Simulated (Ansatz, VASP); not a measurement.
One calculation of Cu, two programs

INCAR

```
ALGO = Normal
EDIFF = 1E-7
ENCUT = 520
GGA = PS
ISIF = 2
ISMEAR = -1
LASPH = T
LCHARG = T
LELF = T
LREAL = F
LVHAR = T
LWAVE = F
NBANDS = 12
NELM = 100
PREC = Accurate
SIGMA = 0.05
```

KPOINTS

```
k-points
0
Gamma
  11 11 11
```

Contents of POSCAR:

```
Cu
1.0
   -1.4716491864      1.4716491864      1.3760814500
    1.4716491864     -1.4716491864      1.3760814500
    1.4139374536      1.4139374536     -1.3760814500
Cu
1
Direct
    0.0000000000      0.0000000000      0.0000000000
```

input.yaml

```yaml
crystal:
  lattice:
    - [-1.4716491864, 1.4716491864, 1.37608145]
    - [1.4716491864, -1.4716491864, 1.37608145]
    - [1.4139374536, 1.4139374536, -1.37608145]
  atoms:
    - { symbol: Cu, position: [0.0, 0.0, 0.0] }
hamiltonian:
  xc: pbesol
  pseudopotentials: { kind: paw }
kpoints:
  mp_grid: { grid: [11, 11, 11] }
scf:
  occupations: { method: fermi_dirac, width: 0.05 }
output:
  forces: true
  stress: true
  eigenvalues: true
```

Alike in both runs: task single point; functional PBEsol; k mesh 11 × 11 × 11; occupations fermi-dirac, width 0.05 eV; no spin polarisation.

|  | VASP | Ansatz |
| --- | --- | --- |
| version | VASP 6.6.1 | Ansatz 0.2.0 |
| potentials or method | VASP PAW PBE potentials, release 64 (Cu) | Ansatz PAW |
| plane-wave cutoff (eV) | 520 | 420 |
| valence electrons in the cell | 11 | 19 |

VASP gave:

| Property | Result |
| --- | --- |
| gap on the k mesh at the Fermi level (eV) | none |
| pressure (GPa) | -0.3 |
| traceless stress, the component that is largest in VASP (GPa) | 4.83 |

**Question.** Which values does Ansatz return?

**Answer.** gap on the k mesh at the Fermi level (eV): none; pressure (GPa): -1.0; traceless stress, the component that is largest in VASP (GPa): 4.82.

VASP's potentials were made for PBE, not for PBEsol. A gap of «none» marks a metal or a gap that the smearing closes. VASP's potentials hold 11 valence electrons a cell and Ansatz's 19, so a difference there can come from the potentials and not from the codes.
